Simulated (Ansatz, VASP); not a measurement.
## Two plane-wave programs on CoO

File INCAR:

```
SYSTEM = CoO
AGGAC    = 1.0          
AGGAX    = 1.0          
ALDAC    = 0.0          
ALDAX    = 1.0          
ALGO     = Normal         ! electronic algorithm
EDIFF    = 1E-6           ! SCF threshold, eV
ENCUT    = 700            ! plane-wave cutoff, eV
GGA      = B5             ! functional
GGA_COMPAT= .False.      
ISIF     = 2              ! what is computed and relaxed
ISMEAR   = 0              ! smearing method
ISPIN    = 2              ! spin polarisation
LASPH    = .True.         ! aspherical terms in the spheres
LCHARG   = .False.        ! write CHGCAR
LDAU     = .True.         ! DFT+U
LDAUJ    = 0 0          
LDAUL    = 2 -1           ! shell
LDAUPRINT= 1            
LDAUTYPE = 2            
LDAUU    = 3.3 0          ! U, eV
LMAXMIX  = 4              ! l up to which the mixer works
LORBIT   = 11             ! projections on sites
LREAL    = .False.        ! projectors in reciprocal space
LWAVE    = .False.        ! write WAVECAR
MAGMOM   = 2.89 0.25      ! initial moments
NBANDS   = 22             ! bands
NELM     = 200            ! most SCF steps
PREC     = Accurate       ! precision mode
SIGMA    = 0.05           ! smearing width, eV
```

The input KPOINTS:

```
k-points
0
Gamma
  10 10 10
  0 0 0
```

File POSCAR:

```
CoO
1.0
    0.0000000000      2.2025483011      2.2025483011
    2.2025483011      0.0000000000      2.2025483011
    2.2025483011      2.2025483011      0.0000000000
Co O
1 1
Direct
    0.0000000000      0.0000000000      0.0000000000
    0.5000000000      0.5000000000      0.5000000000
```

Input for Ansatz:

```yaml
crystal:
  lattice:
    - [0.0, 2.2025483011, 2.2025483011]
    - [2.2025483011, 0.0, 2.2025483011]
    - [2.2025483011, 2.2025483011, 0.0]
  atoms:
    - { symbol: Co, position: [0.0, 0.0, 0.0], spin: 2.85 }
    - { symbol: O, position: [0.5, 0.5, 0.5] }
basis:
  ecutwfc: 420
  ecutrho_ratio: 4
kpoints:
  mp_grid: { grid: [10, 10, 10] }
hamiltonian:
  xc: blyp
  hubbard:
    sites:
      - { species: Co, l: d, u_eff: 3.3, starting_ns: start.occupation_matrices }
    ns_hold: { iters: 6 }
scf:
  occupations: { method: gaussian, width: 0.05 }
  lower_state_search: "off"
output:
  forces: true
  stress: true
  eigenvalues: true
  populations: true
  hubbard: { sites: [{ species: Co, l: d }] }
magnetization:
  spin_polarized: true
```

Alike in both runs: task single point; functional BLYP; k mesh 10 × 10 × 10; occupations gaussian, width 0.05 eV; collinear spin; Hubbard terms Co d U = 3.3 eV.

```csv
,VASP,Ansatz
version,VASP 6.6.1,Ansatz 0.2.0
potentials or method,"VASP PAW PBE potentials, release 64 (Co_sv, O), cutoff 700 eV","scalar-relativistic, plane waves, PAW"
valence electrons in the cell,23,23
```

VASP gave:

| Property | Result |
| --- | --- |
| pressure (GPa) | -9.4 |
| net moment per atom (μB) | 1.50 |
| size of the moment on the site where the two differ most (μB) | 2.67 |

Q: Estimate Ansatz's values.

A: Pressure (GPa): -2.3; net moment per atom (μB): 1.50; size of the moment on the site where the two differ most (μB): 2.62.

VASP's potentials were made for PBE, not for BLYP. Site moments also hang on the region over which each program counts them. The programs project onto different local orbitals, so the same U acts differently, and such runs can settle in different states. Ansatz's warnings: symmetry narrowed by occupation matrices.
